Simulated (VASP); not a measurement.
A run of VASP 6.6.1 is set up as follows.

File INCAR:

```
PREC     = Accurate       # precision mode
ENCUT    = 520            # plane-wave cutoff, eV
EDIFF    = 1E-6           # SCF threshold, eV
ISMEAR   = -1             # smearing method
SIGMA    = 0.05           # smearing width, eV
LREAL    = False          # projectors in reciprocal space
LASPH    = True           # aspherical terms in the spheres
NELM     = 100            # most SCF steps
ALGO     = Normal         # electronic algorithm
ISIF     = 2              # what is computed and relaxed
LWAVE    = False          # write WAVECAR
LCHARG   = False          # write CHGCAR
GGA      = PS             # functional
NBANDS   = 20             # bands
```

Contents of KPOINTS:

```
Automatic mesh
0
Gamma
  10 10 6
```

POSCAR

```
Ta2N
1.0
    3.0493158896      0.0000000000      0.0000000000
   -1.5246579448      2.6407850245      0.0000000000
    0.0000000000      0.0000000000      4.7704285953
Ta N
2 1
Direct
    0.3333333333      0.6666666667      0.2547110000
    0.6666666667      0.3333333333      0.7452890000
    0.0000000000      0.0000000000      0.0000000000
```

Potentials or basis: VASP PAW PBE potentials, release 64 (Ta_pv, N).

Command:

```sh
$ cat potpaw_PBE.64/Ta_pv/POTCAR potpaw_PBE.64/N/POTCAR > POTCAR
$ mpirun -np 1 vasp_std > vasp.out
```

**Question.** Estimate the largest force.

**Answer.** 0.134 eV/Å.

**Question.** Estimate the pressure.

**Answer.** 10.2 GPa.

Forces in eV/Å, atoms in the order of the input:
```
Ta   0.000  0.000  0.134
Ta   0.000  0.000 -0.134
N    0.000  0.000  0.000
```

Caveat: the PAW data sets were made with another functional, which shifts forces and pressure a little.
